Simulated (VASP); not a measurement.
The system is PtSe2.

```
Pt Se
1.0
     3.70031    0.00000    0.00000
    -1.85016    3.22911    0.00000
     0.00000    0.00000    5.27716
Pt Se
1 2
Cartesian
  0.0000 0.0000 0.0000
  0.0000 2.1485 1.3058
  1.8502 1.0806 3.9714
```

This cell differs from its parent crystal: uniaxial x strain -0.8%.

Base run:

- Program: VASP 6.6.1
- Functional: PBE
- Potentials or basis: VASP PAW PBE potentials, release 64 (Pt, Se)
- Cutoff: 520 eV
- k mesh: 12 × 12 × 6
- Occupations: fermi-dirac, width 0.02 eV
- Spin: no spin polarisation

Its results: band gap on the k mesh zero (bands 11 and 12 overlap by 0.19 eV); pressure 4.5 GPa; largest force 0.182 eV/Å.

Problem. The run is repeated on the same cell with these changes: functional from PBE to r2SCAN. What comes out?

Solution. Band gap on the k mesh zero (bands 11 and 12 overlap by 0.07 eV); pressure 2.1 GPa; largest force 0.019 eV/Å.

Caveats: spin-orbit coupling is left out, which moves the levels of the heavy elements; the cell stands under pressure (at least some runs); the PAW data sets were made with another functional, which shifts forces and pressure a little (at least some runs).
